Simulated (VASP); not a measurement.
A run of VASP 6.6.1:

Contents of INCAR:

```
SYSTEM = B2Pd3Pt
ALGO     = Normal         ! electronic algorithm
EDIFF    = 1E-7           ! SCF threshold, eV
ENCUT    = 520            ! plane-wave cutoff, eV
GGA      = PE             ! functional
ISIF     = 2              ! what is computed and relaxed
ISMEAR   = 0              ! smearing method
LASPH    = .TRUE.         ! aspherical terms in the spheres
LCHARG   = .FALSE.        ! write CHGCAR
LREAL    = .FALSE.        ! projectors in reciprocal space
LWAVE    = .FALSE.        ! write WAVECAR
NBANDS   = 32             ! bands
NELM     = 60             ! most SCF steps
PREC     = Accurate       ! precision mode
SIGMA    = 0.2            ! smearing width, eV
```

File KPOINTS:

```
k-points
0
G
  4 5 3
  0 0 0
```

POSCAR

```
B2Pd3Pt
1.0
    4.6566913020      0.0000000000     -0.0430955036
    0.0000000000      3.1918119560      0.0000000000
   -0.0472216689      0.0000000000      5.2555732663
B Pd Pt
2 3 1
Direct
    0.0035082720      0.0000000000      0.0037521567
    0.4931008756      0.5000000000      0.4963831965
    0.2453857414      0.5000000000      0.8420957175
    0.7540715792      0.5000000000      0.1555046999
    0.7488852027      0.0000000000      0.6594932220
    0.2550483292      0.0000000000      0.3427710073
```

Potentials or basis: VASP PAW PBE potentials, release 64 (B, Pd, Pt).

Launch:

```sh
$ cat potpaw_PBE.64/B/POTCAR potpaw_PBE.64/Pd/POTCAR potpaw_PBE.64/Pt/POTCAR > POTCAR
$ mpirun -np 1 vasp_std > vasp.out
```

Hardware: 1 thread of Intel(R) Xeon(R) 6975P-C (Granite Rapids), with other jobs on the host.

Question: Estimate the wall time of this run.

Answer: Run time: 22 s on 1 thread of Intel(R) Xeon(R) 6975P-C (Granite Rapids), on a shared host, peak memory 0.2 GiB. Counts: scf iterations 18, k points 21.
